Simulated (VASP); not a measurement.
Crystal: Ge.

```
CELL_PARAMETERS angstrom
0.00000 2.79068 2.79068
2.79068 0.00000 2.79068
2.79068 2.79068 0.00000
ATOMIC_POSITIONS crystal
Ge 0.75000 0.75000 0.75000
Ge 0.50000 0.50000 0.50000
```

Base run:

| Quantity | Value |
| --- | --- |
| Program | VASP 6.6.1 |
| Functional | SVWN5 |
| Potentials or basis | VASP PAW PBE potentials, release 64 (Ge_d) |
| Cutoff | 520 eV |
| k mesh | 8 × 8 × 8 |
| Occupations | fermi-dirac, width 0.05 eV |
| Spin | no spin polarisation |

Its results: band gap on the k mesh 0.17 eV, indirect (least direct gap 0.18 eV); pressure 1.7 GPa.

Question: The run is repeated on the same cell with these changes: functional from SVWN5 to PBE exchange alone. What comes out?

Answer: Band gap on the k mesh 0.27 eV, direct; pressure 17.6 GPa.

Caveats: the PAW data sets were made with another functional, which shifts forces and pressure a little (some runs).

A k mesh can miss the band edges.
